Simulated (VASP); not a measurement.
# Zn16Se15 (a cell with a defect) in VASP: single point with PBEsol

Aim: the single point of Zn16Se15 (a cell with a defect) with PBEsol.

Everything below comes from runs of VASP 6.6.1. Logs are shortened: lines on timing, memory, paths and dates and some standing lists are left out, and cuts for length are marked.

## Step 1: The cell of the first run

The cell holds a defect, 31 atoms: a = 9.757 Å, b = 9.757 Å, c = 9.757 Å, α = 109.47°, β = 109.47°, γ = 109.47°.

## Step 2: Single point, PBEsol, collinear spin

Contents of INCAR:

```
SYSTEM = Zn16Se15
ALGO = Normal ; EDIFF = 1E-6
ENCUT = 520 ; GGA = PS
ISIF = 2 ; ISMEAR = 0
ISPIN = 2 ; LASPH = .TRUE.
LCHARG = .TRUE. ; LELF = .TRUE.
LORBIT = 11 ; LREAL = Auto
LUSENCCL = .FALSE. ; LVHAR = .TRUE.
LWAVE = .FALSE. ; MAGMOM = 0.5 0 0 0.5 0.5 0 0 0 0 0 0 0 0 0.5 0 0 0 0 0 0 0 0 0 0 0 0 0 0 0 0 0
NBANDS = 166 ; NELECT = 280.0
NELM = 150 ; PREC = Accurate
SIGMA = 0.02
```

Contents of KPOINTS:

```
Automatic mesh
0
Gamma
  2 2 2
  0.5 0.5 0.5
```

Contents of POSCAR:

```
Zn16Se15
1.0
    5.6332473133     -5.6332473133      5.6332473133
   -5.6332473133      5.6332473133      5.6332473133
   -5.6332473133     -5.6332473133     -5.6332473133
Zn Se
16 15
Direct
    0.2497773280      0.6910700560      0.0002692257
    0.4965081458      0.7448929089      0.7454284134
    0.7482228619      0.7530021754      0.4987273642
   -0.0588734728     -0.0002275005      1.0003267892
    0.2497864027     -0.0002591995      0.6918704183
   -0.0050665125      0.7448804467      0.2469434749
    0.7513616893      0.2545575003      0.0002774972
    0.5046025931     -0.0002473285      0.5018104030
    0.7513092664     -0.0002478253      0.2552740974
   -0.0050554348      0.2464578084      0.7454294285
    0.5046002021      0.5013346782      0.0002994249
    0.2497798260      0.2545648487      0.5018090274
    0.7482534726      0.4982287616      0.7537515988
    0.5584050102      0.3083768613      0.3089165507
    0.0030257577      0.4981772703      0.4987208826
    0.2497818789      0.5012874114      0.2552727671
    0.5050837199     -0.0002646850      0.7523360372
    0.7497891198     -0.0002708859      0.5003891332
    0.0018767276      0.2550921533      0.0003209816
    0.2497843535      0.2550588253      0.7523418847
    0.0017812601     -0.0002728222      0.2556324473
    0.7497201409      0.4996846367      0.0003651233
    0.4977801988      0.2477464425      0.5036277893
    0.7530356026      0.2476530053      0.2482383376
   -0.0055799808      0.4964687887      0.7449869473
    0.5051290317      0.7518427026      0.0003278285
    0.2497603737      0.4997562150      0.5003929354
    0.7465287073      0.7444047979      0.7449927193
    0.4976910754      0.5030046313      0.2482527720
   -0.0055286454      0.7444388151      0.4970133297
    0.2497802670      0.7517576645      0.2556307028
```

Potentials or basis: VASP PAW PBE potentials, release 64 (Zn, Se).

The run is started by

```
> cat potpaw_PBE.64/Zn/POTCAR potpaw_PBE.64/Se/POTCAR > POTCAR
> mpirun -np 1 vasp_std > vasp.out
```

OUTCAR:

```text
SYSTEM = Zn16Se15
   EDIFF = 1E-6
   ENCUT = 520
   GGA = PS
   ISIF = 2
   ISMEAR = 0
   ISPIN = 2
   LASPH = .TRUE.
   LORBIT = 11
   LREAL = Auto
   NELECT = 280.0
   NELM = 150
   PREC = Accurate

 ion  position               nearest neighbor table
   1  0.250  0.691  0.000-  25 2.36  26 2.36  31 2.36
   2  0.497  0.745  0.745-  27 2.40  17 2.44  26 2.44  28 2.44
   3  0.748  0.753  0.499-  18 2.40  30 2.44  28 2.44  29 2.44
   4  0.941  1.000  0.000-  19 2.36  21 2.36  28 2.36
   5  0.250  1.000  0.692-  17 2.36  30 2.36  20 2.36
   6  0.995  0.745  0.247-  22 2.40  31 2.44  21 2.44  30 2.44
   7  0.751  0.255  0.000-  22 2.40  17 2.44  24 2.44  19 2.44
   8  0.505  1.000  0.502-  18 2.40  23 2.44  31 2.44  17 2.44
   9  0.751  1.000  0.255-  18 2.40  24 2.44  26 2.44  21 2.44
  10  0.995  0.246  0.745-  18 2.40  20 2.44  19 2.44  25 2.44
  11  0.505  0.501  0.000-  22 2.40  20 2.44  29 2.44  26 2.44
  12  0.250  0.255  0.502-  27 2.40  23 2.44  21 2.44  20 2.44
  13  0.748  0.498  0.754-  22 2.40  28 2.44  25 2.44  23 2.44
  14  0.558  0.308  0.309-  29 2.36  24 2.36  23 2.36
  15  0.003  0.498  0.499-  27 2.40  30 2.44  25 2.44  24 2.44
  16  0.250  0.501  0.255-  27 2.40  29 2.44  19 2.44  31 2.44
  17  0.505  1.000  0.752-   5 2.36   7 2.44   2 2.44   8 2.44
  18  0.750  1.000  0.500-   9 2.40  10 2.40   3 2.40   8 2.40
  19  0.002  0.255  0.000-   4 2.36  16 2.44  10 2.44   7 2.44
  20  0.250  0.255  0.752-   5 2.36  10 2.44  11 2.44  12 2.44
[... 9 lines left out ...]
  30  0.994  0.744  0.497-   5 2.36   3 2.44  15 2.44   6 2.44
  31  0.250  0.752  0.256-   1 2.36   6 2.44   8 2.44  16 2.44

  LATTYP: Found a body centered cubic cell.
 ALAT       =    11.2664946266

  Lattice vectors:

 A1 = (   5.6332473133,  -5.6332473133,   5.6332473133)
 A2 = (  -5.6332473133,   5.6332473133,   5.6332473133)
 A3 = (  -5.6332473133,  -5.6332473133,  -5.6332473133)

Analysis of symmetry for initial positions (statically):
=====================================================================
 Subroutine PRICEL returns:
 Original cell was already a primitive cell.

 Routine SETGRP: Setting up the symmetry group for a
 body centered cubic supercell.

 Subroutine GETGRP returns: Found  1 space group operations
 (whereof  1 operations were pure point group operations)
 out of a pool of 48 trial point group operations.

The static configuration has the point symmetry C_1 .

Analysis of symmetry for dynamics (positions and initial velocities):
=====================================================================
 Subroutine PRICEL returns:
 Original cell was already a primitive cell.

 Routine SETGRP: Setting up the symmetry group for a
 body centered cubic supercell.

 Subroutine GETGRP returns: Found  1 space group operations
 (whereof  1 operations were pure point group operations)
 out of a pool of 48 trial point group operations.

The dynamic configuration has the point symmetry C_1 .

Analysis of structural, dynamic, and magnetic symmetry:
=====================================================================
 Subroutine PRICEL returns:
 Original cell was already a primitive cell.

 Routine SETGRP: Setting up the symmetry group for a
 body centered cubic supercell.

 Subroutine GETGRP returns: Found  1 space group operations
 (whereof  1 operations were pure point group operations)
 out of a pool of 48 trial point group operations.

The overall configuration has the point symmetry C_1 .

 Subroutine INISYM returns: Found  1 space group operations
 (whereof  1 operations are pure point group operations),
 and found     1 'primitive' translations

----------------------------------------------------------------------------------------

                                     Primitive cell

  volume of cell :     715.0501

  direct lattice vectors                    reciprocal lattice vectors
     5.633247313 -5.633247313  5.633247313     0.000000000 -0.088758752  0.088758752
    -5.633247313  5.633247313  5.633247313    -0.088758752  0.000000000  0.088758752
    -5.633247313 -5.633247313 -5.633247313    -0.088758752 -0.088758752  0.000000000

  length of vectors
[... 106 lines left out ...]
   ions per type =              16  15
   NGX,Y,Z   is equivalent  to a cutoff of  13.63, 13.63, 13.63 a.u.
   NGXF,Y,Z  is equivalent  to a cutoff of  27.26, 27.26, 27.26 a.u.
 SYSTEM =  Zn16Se15
   PREC   = accura    normal or accurate (medium, high low for compatibility)
   ISTART =      0    job   : 0-new  1-cont  2-samecut
   ICHARG =      2    charge: 1-file 2-atom 10-const
   ISPIN  =      2    spin polarized calculation?
   LNONCOLLINEAR =      F non collinear calculations
   LSORBIT =      F    spin-orbit coupling
   LASPH  =      T    aspherical Exc in radial PAW
   ENCUT  =  520.0 eV  38.22 Ry    6.18 a.u.  18.14 18.14 18.14*2*pi/ulx,y,z
   NELM   =    150;   NELMIN=  2; NELMDL= -5     # of ELM steps
   EDIFF  = 0.1E-05   stopping-criterion for ELM
   LREAL  =      T    real-space projection
   EDIFFG = 0.1E-04   stopping-criterion for IOM
   NSW    =      0    number of steps for IOM
   IBRION =     -1    ionic relax: 0-MD 1-quasi-New 2-CG
   NFREE  =      0    steps in history (QN), initial steepest desc. (CG)
   ISIF   =      2    stress and relaxation
   ISYM   =      2    0-nonsym 1-usesym 2-fastsym
   POTIM  = 0.5000    time-step for ionic-motion
   TEBEG  =    0.0;   TEEND  =   0.0 temperature during run
   PSTRESS=    0.0 pullay stress
   NELECT =     280.0000    total number of electrons
   NUPDOWN=      -1.0000    fix difference up-down
   EMIN   =  10.00;   EMAX   =-10.00  energy-range for DOS
   EFERMI =   0.00;   METHOD = LEGACY
   ISMEAR =     0;   SIGMA  =   0.02  broadening in eV -4-tet -1-fermi 0-gaus
   EFERMI_NEDOS =   21; number of points for ismear=-14 and -15
   IALGO  =     38    algorithm
   IMIX   =      4    mixing-type and parameters
     AMIX     =   0.40;   BMIX     =  1.00
     AMIX_MAG =   1.60;   BMIX_MAG =  1.00
  volume/ion in A,a.u.               =      23.07       155.66
  Fermi-wavevector in a.u.,A,eV,Ry     =   1.197702  2.263328 19.517415  1.434490
  Thomas-Fermi vector in A             =   2.333610
   LORBIT       =     11    0 simple, 1 ext, 2 COOP (PROOUT), +10 PAW based schemes
   GGA     = PS    functional components
   LHFCALC =     F    Hartree Fock is set to
   AEXX    =    0.0000 exact exchange contribution
   IVDW    =     0    specifies the selected vdW correction
   LEPSILON=     F    determine dielectric tensor
   LRPA    =     F    only Hartree local field effects (RPA)
 spin polarized calculation
 Gauss-broadening in eV      SIGMA  =   0.02
  energy-cutoff  :      520.00
  volume of cell :      715.05
 maximum number of plane-waves:     19368
 NGX is ok and might be reduce to    80
   NGX = 37   NGY = 37   NGZ = 37

 number of electron     280.0000020 magnetization       0.0014186

 number of electron     280.0000020 magnetization      -0.0000868

 Free energy of the ion-electron system (eV)
  ---------------------------------------------------
  ext. energy  EPLUGINS =         0.00000000
  ---------------------------------------------------
  free energy    TOTEN  =      -106.02482750 eV

  energy without entropy =     -106.02482750  energy(sigma->0) =     -106.02482750

 E-fermi :   1.0232     XC(G=0):  -9.2837

 val. band max:        0.8981953654   @ k =   0.2500   0.2500   0.2500
 cond. band min:       3.7332803198   @ k =   0.2500   0.2500   0.2500
 fundamental gap:      2.8350849544
 Fermi energy:         1.0232205725

 spin component 1

 k-point     1 :       0.2500    0.2500    0.2500
  band No.  band energies     occupation
      1     -11.7234      1.00000
      2     -11.7234      1.00000
      3     -11.7232      1.00000
      4     -11.5894      1.00000
      5     -11.1418      1.00000
      6     -11.1416      1.00000
[... 609 lines left out ...]
    151       5.3719      0.00000
    152       5.3925      0.00000
 Fermi energy:         1.0232205725

 spin component 2

 k-point     1 :       0.2500    0.2500    0.2500
  band No.  band energies     occupation
      1     -11.7234      1.00000
      2     -11.7234      1.00000
      3     -11.7232      1.00000
      4     -11.5894      1.00000
      5     -11.1418      1.00000
      6     -11.1416      1.00000
[... 609 lines left out ...]
    151       5.3719      0.00000
    152       5.3925      0.00000
 [bands above 152 left out]

------------------------ aborting loop because EDIFF is reached ----------------------------------------

  FORCE on cell =-STRESS in cart. coord.  units (eV):
  Direction    XX          YY          ZZ          XY          YZ          ZX
  --------------------------------------------------------------------------------------
  -------------------------------------------------------------------------------------
  Total       -7.1647522     -7.1630624     -7.1693426     -0.0069072     -0.0063670     -0.0075111
  in kB      -16.0537062    -16.0499200    -16.0639917     -0.0154766     -0.0142662     -0.0168298
  external PRESSURE =     -16.0558726 kB  Pullay stress =       0.0000000 kB

 VOLUME and BASIS-vectors are now :
 -----------------------------------------------------------------------------
  energy-cutoff  :      520.00
  volume of cell :      715.05
      direct lattice vectors                 reciprocal lattice vectors
     5.633247313 -5.633247313  5.633247313     0.000000000 -0.088758752  0.088758752
    -5.633247313  5.633247313  5.633247313    -0.088758752  0.000000000  0.088758752
    -5.633247313 -5.633247313 -5.633247313    -0.088758752 -0.088758752  0.000000000

 POSITION                                       TOTAL-FORCE (eV/Angst)
 -----------------------------------------------------------------------------------
     -2.48743      2.48439      5.29851        -0.006501      0.004932      0.005232
     -5.59840     -2.79997      2.79394        -0.005111      0.000591      0.000109
     -2.83638     -2.78253      5.64732        -0.000284     -0.004259      0.001088
     -0.33221      0.32853     10.93172         0.006890     -0.004534      0.005437
     -8.12216      0.32720      3.14142        -0.004456     -0.003233     -0.003009
      0.01752     -2.79970      8.40971         0.000113      0.000453      0.003178
[... 23 lines left out ...]
     -1.39130     -4.20829      6.99591         0.001307      0.000298     -0.019288
     -4.26779      1.38773      4.20188        -0.013804      0.000336     -0.000923
 -----------------------------------------------------------------------------------
    total drift:                               -0.006760     -0.009950     -0.021928

  FREE ENERGIE OF THE ION-ELECTRON SYSTEM (eV)
  ---------------------------------------------------
  free  energy   TOTEN  =      -106.0248275028 eV

  energy  without entropy=     -106.0248275028  energy(sigma->0) =     -106.02482750

 total charge

# of ion       s       p       d       tot
------------------------------------------
    1        0.577   0.421   9.777  10.775
    2        0.538   0.466   9.784  10.788
    3        0.538   0.466   9.784  10.788
    4        0.577   0.421   9.777  10.775
    5        0.577   0.421   9.777  10.775
    6        0.538   0.466   9.784  10.788
[... 23 lines left out ...]
   30        1.436   2.408   0.034   3.878
   31        1.436   2.408   0.034   3.878
--------------------------------------------------
tot         30.303  43.446 157.028 230.776

 magnetization (x)

# of ion       s       p       d       tot
------------------------------------------
    1       -0.000  -0.000   0.000  -0.000
    2        0.000   0.000   0.000   0.000
    3        0.000   0.000   0.000   0.000
    4       -0.000  -0.000   0.000  -0.000
    5       -0.000  -0.000   0.000  -0.000
    6        0.000   0.000   0.000   0.000
[... 23 lines left out ...]
   30        0.000   0.000   0.000   0.000
   31        0.000   0.000   0.000   0.000
--------------------------------------------------
tot         -0.000   0.000   0.000   0.000
```

Run time: 6 min. Hardware: 1 × NVIDIA H100 80GB with 1 thread of AMD EPYC 7R13 (Zen 3), shared host; peak memory 2.2 GiB.

Results:

```
Free energy                                           : -106.0248 eV
Largest force                                         : 0.021 eV/Å
Net moment                                            : 0.00 μB per cell
Valence electrons inside the program's atomic spheres : Zn 10.78, 10.79 (each value once); Se 3.88, 3.89 (each value once)
```

Forces on the atoms (eV/Å):
```
Zn  -0.007  0.005  0.005
Zn  -0.005  0.001  0.000
Zn   0.000 -0.004  0.001
Zn   0.007 -0.005  0.005
Zn  -0.004 -0.003 -0.003
Zn   0.000  0.000  0.003
Zn   0.000  0.001 -0.005
Zn   0.000  0.003  0.000
Zn   0.000  0.004  0.001
Zn   0.000 -0.005  0.000
Zn   0.001  0.000 -0.005
Zn   0.003  0.000  0.000
Zn   0.000  0.000  0.004
Zn   0.006  0.005 -0.005
Zn  -0.005  0.000  0.001
Zn   0.004  0.000  0.001
Se   0.001 -0.021  0.002
Se  -0.002 -0.001 -0.006
Se  -0.001  0.005  0.018
Se  -0.019  0.000  0.002
Se  -0.002 -0.014 -0.001
Se  -0.002 -0.002 -0.002
Se   0.001  0.001 -0.015
Se   0.017 -0.003  0.002
Se   0.003  0.017 -0.001
Se   0.004  0.000  0.018
Se  -0.001 -0.003 -0.005
Se   0.017  0.001  0.000
Se  -0.003  0.018  0.004
Se   0.001  0.000 -0.019
Se  -0.014  0.000 -0.001
```

Caveat: the cell carries a net charge on a neutralising background, which shifts energy and pressure; the cell is charged against a uniform background, so pressure and absolute levels hang on convention; the PAW data sets were made with another functional, which shifts forces and pressure a little.
